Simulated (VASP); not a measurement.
Ta:

```
CELL_PARAMETERS angstrom
-1.65336 1.65336 1.65336
1.65336 -1.65336 1.65336
1.65336 1.65336 -1.65336
ATOMIC_POSITIONS crystal
Ta 0.00000 0.00000 0.00000
```

Base run:

```yaml
Program: VASP 6.6.1
Functional: r2SCAN
Potentials_or_basis: VASP PAW PBE potentials, release 64 (Ta_pv)
Cutoff: 520 eV
k_mesh: 13 × 13 × 13
Occupations: fermi-dirac, width 0.3 eV
Spin: no spin polarisation
```

Its results: pressure 1.8 GPa.

After a change of settings the same cell gave: pressure 0.6 GPa. Which change was it?
A. k mesh from 13 × 13 × 13 to 5 × 5 × 5; occupations from fermi-dirac, width 0.3 eV to fermi-dirac, width 0.1 eV
B. k mesh from 13 × 13 × 13 to 8 × 8 × 8; occupations from fermi-dirac, width 0.3 eV to fermi-dirac, width 0.1 eV
C. occupations from fermi-dirac, width 0.3 eV to fermi-dirac, width 0.1 eV

C.

Caveats: the PAW data sets were made with another functional, which shifts forces and pressure a little.
